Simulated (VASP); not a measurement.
# AlNi (Pm-3m) in VASP: a series of runs

Aim: see how the results for AlNi move with the level of theory and the settings. Levels: RPBE+D4, revPBE. Tasks: relaxation of cell and atoms.

Program: VASP 6.6.1. These are calculated values, not measurements. Logs are shortened: lines on timing, memory, paths and dates and some standing lists are left out, and cuts for length are marked.

**1. The cell of the first run**

Symmetry: Pm-3m, No. 221, cubic system. The conventional cell has a = 2.881 Å, b = 2.881 Å, c = 2.881 Å, α = 90.00°, β = 90.00°, γ = 90.00°. Ni (site symmetry m-3m) has 8 Al at 2.50 Å and 6 Ni at 2.88 Å within 3.3 Å. Al (site symmetry m-3m) has 8 Ni at 2.50 Å and 6 Al at 2.88 Å within 3.3 Å.

**2. Relaxation of cell and atoms, RPBE+D4, collinear spin, ferromagnetic start**

File INCAR:

```
SYSTEM = AlNi
ALGO = Normal
EDIFF = 1E-7
EDIFFG = -0.02
ENCUT = 600
GGA = RP
IBRION = 2
ISIF = 3
ISMEAR = -1
ISPIN = 2
IVDW = 13
LASPH = .TRUE.
LCHARG = .FALSE.
LMAXMIX = 4
LORBIT = 11
LREAL = .FALSE.
LWAVE = .FALSE.
MAGMOM = 1 0
NELM = 150
NSW = 80
PREC = Accurate
SIGMA = 0.05
```

File KPOINTS:

```
k-points
0
G
  9 9 9
  0 0 0
```

File POSCAR:

```
AlNi
1.0
    2.8810000000      0.0000000000      0.0000000000
    0.0000000000      2.8810000000      0.0000000000
    0.0000000000      0.0000000000      2.8810000000
Ni Al
1 1
Direct
    0.5000000000      0.5000000000      0.5000000000
    0.0000000000      0.0000000000      0.0000000000
```

Potentials or basis: VASP PAW PBE potentials, release 64 (Ni, Al).

Started as:

```sh
$ cat potpaw_PBE.64/Ni/POTCAR potpaw_PBE.64/Al/POTCAR > POTCAR
$ mpirun -np 1 vasp_std > vasp.out
```

OUTCAR:

```text
SYSTEM = AlNi
   EDIFF = 1E-7
   EDIFFG = -0.02
   ENCUT = 600
   GGA = RP
   IBRION = 2
   ISIF = 3
   ISMEAR = -1
   ISPIN = 2
   IVDW = 13
   LASPH = .TRUE.
   LORBIT = 11
   LREAL = .FALSE.
   NELM = 150
   NSW = 80
   PREC = Accurate

 ion  position               nearest neighbor table
   1  0.500  0.500  0.500-   2 2.50   2 2.50   2 2.50   2 2.50   2 2.50   2 2.50   2 2.50   2 2.50

   2  0.000  0.000  0.000-   1 2.50   1 2.50   1 2.50   1 2.50   1 2.50   1 2.50   1 2.50   1 2.50

  LATTYP: Found a simple cubic cell.
 ALAT       =     2.8810000000

  Lattice vectors:

 A1 = (   2.8810000000,   0.0000000000,   0.0000000000)
 A2 = (   0.0000000000,   2.8810000000,   0.0000000000)
 A3 = (   0.0000000000,   0.0000000000,   2.8810000000)

Analysis of symmetry for initial positions (statically):
=====================================================================
 Subroutine PRICEL returns:
 Original cell was already a primitive cell.

 Routine SETGRP: Setting up the symmetry group for a
 simple cubic supercell.

 Subroutine GETGRP returns: Found 48 space group operations
 (whereof 48 operations were pure point group operations)
 out of a pool of 48 trial point group operations.

The static configuration has the point symmetry O_h .

Analysis of symmetry for dynamics (positions and initial velocities):
=====================================================================
 Subroutine PRICEL returns:
 Original cell was already a primitive cell.

 Routine SETGRP: Setting up the symmetry group for a
 simple cubic supercell.

 Subroutine GETGRP returns: Found 48 space group operations
 (whereof 48 operations were pure point group operations)
 out of a pool of 48 trial point group operations.

The dynamic configuration has the point symmetry O_h .

Analysis of structural, dynamic, and magnetic symmetry:
=====================================================================
 Subroutine PRICEL returns:
 Original cell was already a primitive cell.

 Routine SETGRP: Setting up the symmetry group for a
 simple cubic supercell.

 Subroutine GETGRP returns: Found 48 space group operations
 (whereof 48 operations were pure point group operations)
 out of a pool of 48 trial point group operations.

The overall configuration has the point symmetry O_h .

 Subroutine INISYM returns: Found 48 space group operations
 (whereof 48 operations are pure point group operations),
 and found     1 'primitive' translations

----------------------------------------------------------------------------------------

                                     Primitive cell

  volume of cell :      23.9128

  direct lattice vectors                    reciprocal lattice vectors
     2.881000000  0.000000000  0.000000000     0.347101701  0.000000000  0.000000000
     0.000000000  2.881000000  0.000000000     0.000000000  0.347101701  0.000000000
     0.000000000  0.000000000  2.881000000     0.000000000  0.000000000  0.347101701

  length of vectors
     2.881000000  2.881000000  2.881000000     0.347101701  0.347101701  0.347101701

  position of ions in fractional coordinates (direct lattice)
     0.500000000  0.500000000  0.500000000
     0.000000000  0.000000000  0.000000000

  ion indices of the primitive-cell ions
   primitive index   ion index
                 1           1
                 2           2

----------------------------------------------------------------------------------------

 KPOINTS: k-points

Automatic generation of k-mesh.
 Grid dimensions read from file:
 generate k-points for:    9    9    9

 Generating k-lattice:

  Cartesian coordinates                     Fractional coordinates (reciprocal lattice)
     0.038566856  0.000000000  0.000000000     0.111111111  0.000000000  0.000000000
     0.000000000  0.038566856  0.000000000     0.000000000  0.111111111  0.000000000
     0.000000000  0.000000000  0.038566856     0.000000000  0.000000000  0.111111111

  Length of vectors
     0.038566856  0.038566856  0.038566856

  Shift w.r.t. Gamma in fractional coordinates (k-lattice)
     0.000000000  0.000000000  0.000000000

 Subroutine IBZKPT returns following result:
 ===========================================

 Found     35 irreducible k-points:

 Following reciprocal coordinates:
            Coordinates               Weight
  0.000000  0.000000  0.000000      1.000000
  0.111111  0.000000  0.000000      6.000000
  0.222222  0.000000  0.000000      6.000000
  0.333333  0.000000  0.000000      6.000000
  0.444444  0.000000  0.000000      6.000000
  0.111111  0.111111  0.000000     12.000000
[... 16 lines left out ...]
  0.333333  0.333333  0.111111     24.000000
  0.444444  0.333333  0.111111     48.000000
 [... further k-points ...]
   k-points           NKPTS =     35   k-points in BZ     NKDIM =     35   number of bands    NBANDS=     11
   number of dos      NEDOS =    301   number of ions     NIONS =      2
   total plane-waves  NPLWV =  13824
   dimension x,y,z NGX =    24 NGY =   24 NGZ =   24
   dimension x,y,z NGXF=    48 NGYF=   48 NGZF=   48
   ions per type =               1   1
   NGX,Y,Z   is equivalent  to a cutoff of  13.85, 13.85, 13.85 a.u.
   NGXF,Y,Z  is equivalent  to a cutoff of  27.70, 27.70, 27.70 a.u.
 SYSTEM =  AlNi
   PREC   = accura    normal or accurate (medium, high low for compatibility)
   ISTART =      0    job   : 0-new  1-cont  2-samecut
   ICHARG =      2    charge: 1-file 2-atom 10-const
   ISPIN  =      2    spin polarized calculation?
   LNONCOLLINEAR =      F non collinear calculations
   LSORBIT =      F    spin-orbit coupling
   LASPH  =      T    aspherical Exc in radial PAW
   ENCUT  =  600.0 eV  44.10 Ry    6.64 a.u.   5.75  5.75  5.75*2*pi/ulx,y,z
   NELM   =    150;   NELMIN=  2; NELMDL= -5     # of ELM steps
   EDIFF  = 0.1E-06   stopping-criterion for ELM
   LREAL  =      F    real-space projection
   EDIFFG = -.2E-01   stopping-criterion for IOM
   NSW    =     80    number of steps for IOM
   IBRION =      2    ionic relax: 0-MD 1-quasi-New 2-CG
   NFREE  =      1    steps in history (QN), initial steepest desc. (CG)
   ISIF   =      3    stress and relaxation
   ISYM   =      2    0-nonsym 1-usesym 2-fastsym
   POTIM  = 0.5000    time-step for ionic-motion
   TEBEG  =    0.0;   TEEND  =   0.0 temperature during run
   PSTRESS=    0.0 pullay stress
   NELECT =      13.0000    total number of electrons
   NUPDOWN=      -1.0000    fix difference up-down
   EMIN   =  10.00;   EMAX   =-10.00  energy-range for DOS
   EFERMI =   0.00;   METHOD = LEGACY
   ISMEAR =    -1;   SIGMA  =   0.05  broadening in eV -4-tet -1-fermi 0-gaus
   EFERMI_NEDOS =   21; number of points for ismear=-14 and -15
   IALGO  =     38    algorithm
   IMIX   =      4    mixing-type and parameters
     AMIX     =   0.40;   BMIX     =  1.00
     AMIX_MAG =   1.60;   BMIX_MAG =  1.00
  volume/ion in A,a.u.               =      11.96        80.69
  Fermi-wavevector in a.u.,A,eV,Ry     =   1.336122  2.524904 24.289410  1.785221
  Thomas-Fermi vector in A             =   2.464773
   LORBIT       =     11    0 simple, 1 ext, 2 COOP (PROOUT), +10 PAW based schemes
   GGA     = RP    functional components
   LHFCALC =     F    Hartree Fock is set to
   AEXX    =    0.0000 exact exchange contribution
   IVDW    =    13    specifies the selected vdW correction
   LEPSILON=     F    determine dielectric tensor
   LRPA    =     F    only Hartree local field effects (RPA)
 conjugate gradient relaxation of ions
 spin polarized calculation
  energy-cutoff  :      600.00
  volume of cell :       23.91
 maximum number of plane-waves:       812
 NGX is ok and might be reduce to    24
   NGX = 11   NGY = 11   NGZ = 11

--------------------------------------- Ionic step        1  -------------------------------------------

 number of electron      13.0000015 magnetization       0.0003901

 number of electron      13.0000015 magnetization      -0.0002755

 Free energy of the ion-electron system (eV)
  ---------------------------------------------------
  ext. energy  EPLUGINS =         0.00000000
  ---------------------------------------------------
  free energy    TOTEN  =        -9.73250505 eV

  energy without entropy =       -9.72588066  energy(sigma->0) =       -9.72919285

------------------------ aborting loop because EDIFF is reached ----------------------------------------

  DFT-D4 for vdW energy calculation

  Edisp (eV):   -1.71381

  FORCE on cell =-STRESS in cart. coord.  units (eV):
  Direction    XX          YY          ZZ          XY          YZ          ZX
  --------------------------------------------------------------------------------------
  -------------------------------------------------------------------------------------
  Total      -0.75889    -0.75889    -0.75889     0.00000    -0.00000     0.00000
  in kB     -50.84655   -50.84655   -50.84655     0.00000    -0.00000     0.00000
  external pressure =      -50.85 kB  Pullay stress =        0.00 kB
[... 65 lines left out ...]
--------------------------------------- Ionic step        3  -------------------------------------------

 number of electron      13.0000004 magnetization       0.0000048

 number of electron      13.0000004 magnetization      -0.0000015

 Free energy of the ion-electron system (eV)
  ---------------------------------------------------
  ext. energy  EPLUGINS =         0.00000000
  ---------------------------------------------------
  free energy    TOTEN  =        -9.69254917 eV

  energy without entropy =       -9.68624701  energy(sigma->0) =       -9.68939809

 E-fermi :  10.5846     XC(G=0): -12.1143

 val. band max:       10.5220923496   @ k =   0.3333   0.1111   0.0000
 cond. band min:      10.6396264734   @ k =   0.3333   0.1111   0.1111
 fundamental gap:      0.1175341238
 Fermi energy:        10.5845940393

 spin component 1

 k-point     1 :       0.0000    0.0000    0.0000
  band No.  band energies     occupation
      1      -0.8002      1.00000
      2       7.1799      1.00000
      3       7.1799      1.00000
      4       8.9549      1.00000
      5       8.9549      1.00000
      6       8.9549      1.00000
      7      16.2347      0.00000
      8      16.2347      0.00000
      9      16.2347      0.00000
     10      18.7454      0.00000
     11      18.7454      0.00000
[... 309 lines left out ...]
 k-point    24 :       0.4444    0.3333    0.1111
  band No.  band energies     occupation
      1       4.3989      1.00000
      2       5.9931      1.00000
      3       7.4388      1.00000
      4       7.9712      1.00000
      5       8.5598      1.00000
      6       8.7139      1.00000
      7       9.9885      0.99999
      8      13.5133      0.00000
      9      15.0085      0.00000
     10      19.8443      0.00000
     11      21.8237      0.00000

 [... further k-points ...]

 spin component 2

 k-point     1 :       0.0000    0.0000    0.0000
  band No.  band energies     occupation
      1      -0.8002      1.00000
      2       7.1799      1.00000
      3       7.1799      1.00000
      4       8.9549      1.00000
      5       8.9549      1.00000
      6       8.9549      1.00000
      7      16.2347      0.00000
      8      16.2347      0.00000
      9      16.2347      0.00000
     10      18.7454      0.00000
     11      18.7454      0.00000
[... 355 lines left out ...]
  FREE ENERGIE OF THE ION-ELECTRON SYSTEM (eV)
  ---------------------------------------------------
  free  energy   TOTEN  =       -11.4585965538 eV

  energy  without entropy=      -11.4522944016  energy(sigma->0) =      -11.45544548

 reached required accuracy - stopping structural energy minimisation

 total charge

# of ion       s       p       d       tot
------------------------------------------
    1        0.486   0.546   8.479   9.511
    2        0.390   0.428   0.000   0.818
--------------------------------------------------
tot          0.876   0.975   8.479  10.329

 magnetization (x)

# of ion       s       p       d       tot
------------------------------------------
    1        0.000   0.000   0.000   0.000
    2       -0.000  -0.000   0.000  -0.000
--------------------------------------------------
tot          0.000  -0.000   0.000   0.000
```

It took 28 s on 1 thread of Intel Xeon Platinum 8488C (Sapphire Rapids), shared host; peak memory 0.16 GiB.

What came out:

* Free energy: -11.4586 eV
* Relaxed volume: 11.58 Å³/atom
* Relaxed cell: a = 2.851 Å, b = 2.851 Å, c = 2.851 Å, α = 90.00°, β = 90.00°, γ = 90.00°
* Space group after relaxing (to 0.05 Å): Pm-3m (No. 221)
* Energy gained by relaxing: 6.1 meV/atom
* Ionic steps: 3
* Pressure after relaxing: 0.0 GPa
* Net moment: 0.00 μB per cell
* Valence electrons inside the program's atomic spheres: Ni 9.51; Al 0.82
* Dispersion energy per atom: -0.883 eV

Step by step:
| step | energy change (eV) | largest force (eV/Å) | pressure (GPa) | volume (Å³) |
| --- | --- | --- | --- | --- |
| 1 | 0.0000 | 0.0000 | -5.08 | 23.91 |
| 2 | -0.0052 | 0.0000 | 4.31 | 22.62 |
| 3 | -0.0123 | 0.0000 | 0.01 | 23.16 |

Final structure:
```
Ni Al
1.0
     2.85062    0.00000    0.00000
     0.00000    2.85062    0.00000
     0.00000    0.00000    2.85062
Ni Al
1 1
Direct
  0.50000 0.50000 0.50000
  0.00000 0.00000 0.00000
```

Levels at points of the mesh, in eV from the Fermi level:
Spin up:
```
           k point  band 3  band 4  band 5  band 6  band 7  band 8  band 9  band 10
(0.00, 0.00, 0.00)   -3.40   -1.63   -1.63   -1.63    5.65    5.65    5.65     8.16
```
Spin down:
```
           k point  band 2  band 3  band 4  band 5  band 6  band 7  band 8  band 9  band 10  band 11
(0.00, 0.00, 0.00)   -3.40   -3.40   -1.63   -1.63   -1.63    5.65    5.65    5.65     8.16     8.16
```

Caveat: the PAW data sets were made with another functional, which shifts forces and pressure a little; pairwise dispersion overbinds metals, which lowers pressure and volume.

**3. Relaxation of cell and atoms, revPBE, collinear spin, ferromagnetic start**

File INCAR:

```
PREC     = Accurate       # precision mode
ENCUT    = 600            # plane-wave cutoff, eV
EDIFF    = 1E-6           # SCF threshold, eV
ISMEAR   = -1             # smearing method
SIGMA    = 0.05           # smearing width, eV
LREAL    = F              # projectors in reciprocal space
LASPH    = T              # aspherical terms in the spheres
NELM     = 150            # most SCF steps
ALGO     = Normal         # electronic algorithm
ISIF     = 3              # what is computed and relaxed
LWAVE    = F              # write WAVECAR
LCHARG   = F              # write CHGCAR
ISPIN    = 2              # spin polarisation
MAGMOM   = 1 0            # initial moments
LORBIT   = 11             # projections on sites
LMAXMIX  = 4              # l up to which the mixer works
GGA      = RE             # functional
IBRION   = 2              # ionic algorithm
NSW      = 80             # ionic steps
EDIFFG   = -0.01          # ionic threshold
```

File KPOINTS:

```
regular mesh
0
Gamma
  9 9 9
```

POSCAR is that of step 2.

Potentials or basis: VASP PAW PBE potentials, release 64 (Ni, Al).

Started as:

```sh
$ cat potpaw_PBE.64/Ni/POTCAR potpaw_PBE.64/Al/POTCAR > POTCAR
$ mpirun -np 1 vasp_std > vasp.out
```

It took 25 s on 1 thread of Intel Xeon Platinum 8488C (Sapphire Rapids), shared host; peak memory 0.16 GiB.

It converged, with:

```yaml
Free_energy: -9.9123 eV
Relaxed_volume: 12.31 Å³/atom
Relaxed_cell: a = 2.909 Å, b = 2.909 Å, c = 2.909 Å, α = 90.00°, β = 90.00°, γ = 90.00°
Space_group_after_relaxing_to_0.05_Å: Pm-3m (No. 221)
Energy_gained_by_relaxing: 5.0 meV/atom
Ionic_steps: 3
Pressure_after_relaxing: 0.0 GPa
Net_moment: 0.00 μB per cell
Valence_electrons_inside_the_program's_atomic_spheres: Ni 9.41; Al 0.78
```

The path:
| step | energy change (eV) | largest force (eV/Å) | pressure (GPa) | volume (Å³) |
| --- | --- | --- | --- | --- |
| 1 | 0.0000 | 0.0000 | 4.74 | 23.91 |
| 2 | -0.0047 | 0.0000 | -3.18 | 25.16 |
| 3 | -0.0101 | 0.0000 | 0.04 | 24.62 |

Final structure:
```
Ni Al
1.0
     2.90906    0.00000    0.00000
     0.00000    2.90906    0.00000
     0.00000    0.00000    2.90906
Ni Al
1 1
Cartesian
  1.4545 1.4545 1.4545
  0.0000 0.0000 0.0000
```

Levels at points of the mesh, in eV from the Fermi level:
Spin up:
```csv
k point,band 3,band 4,band 5,band 6,band 7,band 8,band 9,band 10
"(0.00, 0.00, 0.00)",-3.09,-1.49,-1.49,-1.49,5.41,5.41,5.41,7.99
```
Spin down:
| k point | band 2 | band 3 | band 4 | band 5 | band 6 | band 7 | band 8 | band 9 | band 10 | band 11 |
| --- | --- | --- | --- | --- | --- | --- | --- | --- | --- | --- |
| (0.00, 0.00, 0.00) | -3.09 | -3.09 | -1.49 | -1.49 | -1.49 | 5.41 | 5.41 | 5.41 | 7.99 | 7.99 |

Caveat: the PAW data sets were made with another functional, which shifts forces and pressure a little. Zero-point motion and thermal expansion aren't in these numbers.
